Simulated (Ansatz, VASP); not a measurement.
TiAl in VASP and in Ansatz

```xyz
2
Lattice="3.1418 0.0000 0.0000 0.0000 3.1418 0.0000 0.0000 0.0000 2.8109" Properties=species:S:1:pos:R:3 pbc="T T T"
Ti    0.0000    0.0000    0.0000
Al    1.5709    1.5709    1.4055
```

Alike in both runs: task single point; functional LDA; k mesh 16 × 16 × 16; occupations gaussian, width 0.15 eV; no spin polarisation.

|  | VASP | Ansatz |
| --- | --- | --- |
| version | VASP 6.6.1 | Ansatz 0.2.0 |
| potentials or method | VASP PAW LDA potentials, release 64 (Ti_sv, Al), cutoff 520 eV | scalar-relativistic, plane waves, PAW |
| valence electrons in the cell | 15 | 15 |

Ansatz gave:

| Item | Value |
| --- | --- |
| gap on the k mesh at the Fermi level (eV) | none |
| pressure (GPa) | 14.8 |
| traceless stress, the component that is largest in VASP (GPa) | -0.34 |

Problem. What did VASP give for the same quantities?

Solution. gap on the k mesh at the Fermi level (eV): none; pressure (GPa): 15.0; traceless stress, the component that is largest in VASP (GPa): -0.37.

Ansatz warns that its potentials were made for another functional, while VASP's fit it. LDA's correlation is that of Perdew and Zunger in VASP and of Perdew and Wang (1992) in Ansatz. A gap of «none» marks a metal or a gap that the smearing closes.
